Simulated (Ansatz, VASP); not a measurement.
## Si in VASP and in Ansatz

File INCAR:

```
ALGO = Normal ; EDIFF = 1E-6
ENCUT = 500 ; GGA = CA
GGA_COMPAT = F ; ISIF = 2
ISMEAR = 0 ; LASPH = T
LCHARG = F ; LREAL = F
LWAVE = F ; NBANDS = 11
NELM = 120 ; PREC = Accurate
SIGMA = 0.01
```

File KPOINTS:

```
k-points
0
Gamma
  10 10 10
```

File POSCAR:

```
Si
1.0
    0.0000000000      2.7008716986      2.7008716986
    2.7008716986      0.0000000000      2.7008716986
    2.7008716986      2.7008716986      0.0000000000
Si
2
Direct
    0.0000000000      0.0000000000      0.0000000000
    0.2500000000      0.2500000000      0.2500000000
```

Input for Ansatz:

```yaml
crystal:
  lattice:
    - [0.0, 2.7008716986, 2.7008716986]
    - [2.7008716986, 0.0, 2.7008716986]
    - [2.7008716986, 2.7008716986, 0.0]
  atoms:
    - { symbol: Si, position: [0.0, 0.0, 0.0] }
    - { symbol: Si, position: [0.25, 0.25, 0.25] }
basis:
  ecutwfc: 420
kpoints:
  mp_grid: { grid: [10, 10, 10] }
  band_path:
    path:
      - [0.0, 0.0, 0.0]
      - [0.0, 0.0, 0.0]
      - [0.0, 0.0, 0.0]
      - [0.0, 0.0, 0.0]
      - [0.0, 0.0, 0.0]
      - [0.0, 0.0, 0.0]
      - [0.0, 0.0, 0.0]
      - [0.0, 0.0, 0.0]
      - [0.0, 0.0, 0.0]
      - [0.0, 0.0, 0.0]
      - [0.0, 0.0, 0.0]
      - [0.0, 0.0, 0.0]
      - [0.0, 0.0, 0.0]
      - [0.0, 0.0, 0.0]
      - [0.0, 0.0, 0.0]
      - [0.0, 0.0, 0.0]
      - [0.0, 0.0, 0.0]
      - [0.0, 0.0, 0.0]
      - [0.0, 0.0, 0.0]
      - [0.0, 0.0, 0.0]
      - [0.0, 0.0, 0.0]
      - [0.0, 0.0, 0.0]
      - [0.0, 0.0, 0.0]
      - [0.0, 0.0, 0.0]
      - [0.0, 0.0, 0.0]
      - [0.0, 0.0, 0.0]
      - [0.3, 0.3, 0.0]
      - [0.3166666667, 0.3166666667, 0.0]
      - [0.3333333333, 0.3333333333, 0.0]
      - [0.35, 0.35, 0.0]
      - [0.3666666667, 0.3666666667, 0.0]
      - [0.3833333333, 0.3833333333, 0.0]
      - [0.4, 0.4, 0.0]
      - [0.4166666667, 0.4166666667, 0.0]
      - [0.4333333333, 0.4333333333, 0.0]
      - [0.45, 0.45, 0.0]
      - [0.4666666667, 0.4666666667, 0.0]
      - [0.4833333333, 0.4833333333, 0.0]
      - [0.5, 0.5, 0.0]
      - [0.5, 0.5, 0.5]
      - [0.5, 0.5, 0.5]
      - [0.5, 0.5, 0.5]
      - [0.5, 0.5, 0.5]
      - [0.5, 0.5, 0.5]
      - [0.5, 0.5, 0.5]
      - [0.5, 0.5, 0.5]
      - [0.5, 0.5, 0.5]
      - [0.5, 0.5, 0.5]
      - [0.5, 0.5, 0.5]
      - [0.5, 0.5, 0.5]
      - [0.5, 0.5, 0.5]
      - [0.5, 0.5, 0.5]
    npoints: 1
hamiltonian:
  xc: lda
  pseudopotentials: { kind: paw, azcp: { folder: soft_1 } }
scf:
  occupations: { method: fixed }
  n_extra_bands: 5
output:
  eigenvalues: true
```

Alike in both runs: task single point; functional LDA; k mesh 10 × 10 × 10; no spin polarisation.

|  | VASP | Ansatz |
| --- | --- | --- |
| version | VASP 6.6.1 | Ansatz 0.2.0 |
| potentials or method | VASP PAW LDA potentials, release 64 (Si), cutoff 500 eV | scalar-relativistic, plane waves, PAW |
| occupations | gaussian, width 0.01 eV | fixed |
| valence electrons in the cell | 8 | 8 |

```csv
,VASP,Ansatz,Ansatz less VASP
gap on the k mesh at the Fermi level (eV),0.45,0.46,+0.003
least direct gap on the mesh (eV),2.53,2.53,+0.001
```

Ansatz warns that its potentials were made for another functional, while VASP's fit it. LDA's correlation is that of Perdew and Zunger in VASP and of Perdew and Wang (1992) in Ansatz.
